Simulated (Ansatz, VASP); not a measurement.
**TiC in VASP and in Ansatz**

The input INCAR:

```
  ALGO = Normal
  DIPOL = 0.5 0.5 0.500
  EDIFF = 1E-7
  ENCUT = 520
  GGA = CA
  IDIPOL = 3
  ISIF = 2
  ISMEAR = -1
  LASPH = T
  LCHARG = F
  LDIPOL = T
  LREAL = F
  LWAVE = F
  NBANDS = 33
  NELM = 100
  PREC = Accurate
  SIGMA = 0.08
```

KPOINTS

```
k-points
0
Gamma
  11 11 1
```

The input POSCAR:

```
TiC
1.0
    3.0129104802      0.0000000000      0.0000000000
    0.0000000000      3.0129104802      0.0000000000
    0.0000000000      0.0000000000     20.2609000000
Ti C
3 3
Direct
    0.2500000000      0.2500000000      0.3984135269
    0.7500000000      0.7500000000      0.5000000019
    0.2500000000      0.2500000000      0.6015864721
    0.7500000000      0.7500000000      0.3939089911
    0.2500000000      0.2500000000      0.4999999982
    0.7500000000      0.7500000000      0.6060910097
```

Input for Ansatz:

```yaml
crystal:
  lattice:
    - [3.0129104802, 0.0, 0.0]
    - [0.0, 3.0129104802, 0.0]
    - [0.0, 0.0, 20.2609]
  atoms:
    - { symbol: Ti, position: [0.25, 0.25, 0.3984135269] }
    - { symbol: C, position: [0.75, 0.75, 0.3939089911] }
    - { symbol: Ti, position: [0.75, 0.75, 0.5000000019] }
    - { symbol: C, position: [0.25, 0.25, 0.4999999982] }
    - { symbol: Ti, position: [0.25, 0.25, 0.6015864721] }
    - { symbol: C, position: [0.75, 0.75, 0.6060910097] }
  periodic: [true, true, false]
kpoints:
  mp_grid: { grid: [11, 11, 1] }
scf:
  occupations: { method: fermi_dirac, width: 0.08 }
hamiltonian:
  xc: lda
  pseudopotentials: { kind: all_electron, lapw: { basis_error: 0.001 } }
output:
  forces: true
  stress: true
  eigenvalues: true
```

Alike in both runs: task single point; functional LDA; k mesh 11 × 11 × 1; occupations fermi-dirac, width 0.08 eV; no spin polarisation.

|  | VASP | Ansatz |
| --- | --- | --- |
| version | VASP 6.6.1 | Ansatz 0.2.0 |
| potentials or method | VASP PAW LDA potentials, release 64 (Ti_sv, C), cutoff 520 eV | all-electron LAPW, scalar-relativistic |

|  | VASP | Ansatz | Ansatz less VASP |
| --- | --- | --- | --- |
| rms of the force components (eV/Å) | 0.011 | 0.002 | -0.0088 |

LDA's correlation is that of Perdew and Zunger in VASP and of Perdew and Wang (1992) in Ansatz. Ansatz ran all-electron here, and VASP with PAW potentials. Ansatz's warnings: slab cell height set.
